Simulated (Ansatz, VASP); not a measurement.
# Pd2Pt in VASP and in Ansatz

```
Pd Pt
1.0
     0.00000    3.03304    3.03304
     3.03304    0.00000    3.03304
     3.03304    3.03304    0.00000
Pd Pt
2 1
Direct
  0.25000 0.25000 0.25000
  0.75000 0.75000 0.75000
  0.00000 0.00000 0.00000
```

Change from the starting cell: species swapped into the Na2S type (Fm-3m, No. 225).

Alike in both runs: functional PBE; k mesh 6 × 6 × 6; occupations gaussian, width 0.1 eV; no spin polarisation.

Ansatz relaxed the structure, and its values are those at the end. VASP's run is a single point on that final structure, the one shown.

|  | VASP | Ansatz |
| --- | --- | --- |
| version | VASP 6.6.1 | Ansatz 0.2.0 |
| potentials or method | VASP PAW PBE potentials, release 64 (Pd, Pt), cutoff 520 eV | scalar-relativistic, plane waves, PAW |
| valence electrons in the cell | 30 | 54 |

|  | VASP | Ansatz | Ansatz less VASP |
| --- | --- | --- | --- |
| gap on the k mesh at the Fermi level (eV) | none | none | - |
| pressure (GPa) | -0.3 | 0.0 | +0.35 |

A gap of «none» marks a metal or a gap that the smearing closes. The functional is the same, so the differences come from potentials, cutoffs and numerics. VASP's potentials hold 30 valence electrons a cell and Ansatz's 54, so a difference there can come from the potentials and not from the codes.

Spin-orbit coupling is off throughout.
